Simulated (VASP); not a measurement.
The system is Pt.

```xyz
2
Lattice="2.7607 0.0000 0.0000 -1.3803 2.3908 0.0000 0.0000 0.0000 4.7921" Properties=species:S:1:pos:R:3 pbc="T T T"
Pt    1.3803    0.7969    3.5941
Pt    0.0000    1.5939    1.1980
```

Base run:

| Item | Value |
| --- | --- |
| Program | VASP 6.6.1 |
| Functional | PBEsol |
| Potentials or basis | VASP PAW PBE potentials, release 64 (Pt) |
| Cutoff | 520 eV |
| k mesh | 11 × 11 × 6 |
| Occupations | fermi-dirac, width 0.5 eV |
| Spin | no spin polarisation |

Its results: band gap on the k mesh zero (band 10 reaches 10.61 eV, above the bottom of band 11 at 9.37 eV); pressure -6.3 GPa.

Q: After a change of settings the same cell gave: band gap on the k mesh zero (band 10 reaches 10.60 eV, above the bottom of band 11 at 9.38 eV); pressure -8.9 GPa. Which change was it?
A. occupations from fermi-dirac, width 0.5 eV to fermi-dirac, width 0.3 eV
B. occupations from fermi-dirac, width 0.5 eV to fermi-dirac, width 0.2 eV
C. occupations from fermi-dirac, width 0.5 eV to fermi-dirac, width 0.1 eV; further incar settings from ALGO = Normal; EDIFF = 1e-06; NBANDS = 17 to ALGO = Normal; EDIFF = 1e-07; NBANDS = 17

A: A.

Caveats: the PAW data sets were made with another functional, which shifts forces and pressure a little; spin-orbit coupling is left out, which moves the levels of the heavy elements.
